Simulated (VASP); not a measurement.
Be2H3: relaxation of cell and atoms with PBE

Crystal: Be2H3.

```
Be H
1.0
     2.89327    0.00000    0.00000
    -1.44664    2.50565    0.00000
     0.00000    0.00000    4.50146
Be H
2 3
Cartesian
  0.0000 1.6704 1.1029
  1.4466 0.8352 3.3986
  0.0000 0.0000 0.0000
  0.0000 1.6704 2.9034
  1.4466 0.8352 1.5980
```

```
Program                : VASP 6.6.1
Task                   : relaxation of cell and atoms
Functional             : PBE
Potentials or basis    : VASP PAW PBE potentials, release 64 (Be, H_h)
Cutoff                 : 1230 eV
k mesh                 : 6 × 6 × 4
Occupations            : gaussian, width 0.1 eV
Spin                   : no spin polarisation
Dipole correction      : no
Further INCAR settings : ALGO = Normal; EDIFF = 1e-07; IBRION = 2; EDIFFG = -0.04; NSW = 90; ISIF = 3
```

* Relaxed volume: 5.93 Å³/atom
* Relaxed cell: a = 2.466 Å, b = 2.466 Å, c = 5.626 Å, α = 90.00°, β = 90.00°, γ = 120.00°
* Space group after relaxing (to 0.1 Å): P-3m1 (No. 164)
* Energy gained by relaxing: 152.1 meV/atom
* Ionic steps: 25
* Pressure after relaxing: 0.2 GPa
* Largest force after relaxing: 0.035 eV/Å
* Band gap on the k mesh: zero (an odd number of electrons rules out a gap without spin polarisation)

Forces on the atoms (eV/Å):
```
Be   0.000  0.000 -0.035
Be   0.000  0.000  0.035
H    0.000  0.000  0.000
H    0.000  0.000  0.009
H    0.000  0.000 -0.009
```

Stress tensor (GPa, compression positive):
```
-0.02  0.00  0.00
 0.00 -0.02  0.00
 0.00  0.00  0.67
```

Step by step:
```tsv
step	energy change (eV)	largest force (eV/Å)	pressure (GPa)	volume (Å³)
1	0.0000	0.2964	-12.55	32.63
2	-0.2232	0.1819	-8.11	30.27
3	-0.3663	0.1392	-0.62	27.56
4	-0.3795	0.1210	3.15	26.51
5	-0.4132	0.2104	2.83	26.70
6	-0.4750	0.5103	2.85	27.17
7	-0.4512	0.9512	6.06	27.81
8	-0.4868	0.7239	3.66	27.47
9	-0.5179	0.7395	2.84	27.83
10	-0.5962	0.6496	0.34	28.89
11	-0.6650	0.3105	-4.08	30.96
12	-0.6673	0.3834	-2.99	30.37
13	-0.6684	0.3672	-3.22	30.49
14	-0.6938	0.2752	-2.23	30.04
15	-0.7293	0.2301	1.24	28.83
16	-0.5630	0.9539	11.84	26.51
17	-0.7315	0.2100	1.98	28.61
18	-0.7319	0.1311	3.15	28.28
19	-0.7388	0.2419	2.72	28.51
20	-0.7406	0.1459	2.81	28.43
21	-0.7542	0.1261	0.86	29.10
22	-0.7575	0.1117	-0.63	29.67
23	-0.7594	0.0452	-0.07	29.60
24	-0.7597	0.0457	0.23	29.57
25	-0.7604	0.0349	0.21	29.63
```

Final structure:
```xyz
5
Lattice="2.4661 0.0000 0.0000 -1.2331 2.1357 0.0000 0.0000 0.0000 5.6263" Properties=species:S:1:pos:R:3 pbc="T T T"
Be    0.0000    1.4238    1.0794
Be    1.2331    0.7119    4.5469
H     0.0000    0.0000    0.0000
H     0.0000    1.4238    3.8074
H     1.2331    0.7119    1.8188
```

Levels at points of the mesh, in eV from the Fermi level:
```tsv
k point	band 1	band 2	band 3	band 4	band 5	band 6
(0.00, 0.00, 0.00)	-13.91	-9.93	-9.24	3.53	6.26	11.78
(0.50, 0.00, 0.00)	-8.83	-7.45	-4.15	-0.88	-0.71	1.10
(0.00, 0.00, 0.50)	-13.58	-11.65	-7.01	0.11	11.76	11.88
(0.50, 0.00, 0.50)	-8.84	-7.16	-5.08	-1.44	0.94	2.50
```

Run time: 3.5 min on 1 thread of AMD EPYC 9R45 96-Core Processor (Zen 5) (shared host), peak memory 0.24 GiB.

Caveat: the k points lie up to 0.49 Å⁻¹ apart in the final cell, too coarse for converged energies and pressures of a metal; a cell axis changed by over 15 % at a fixed basis, so the end point is rough; an odd number of electrons without spin polarisation forces a metal; a magnetic or distorted state may lie lower.
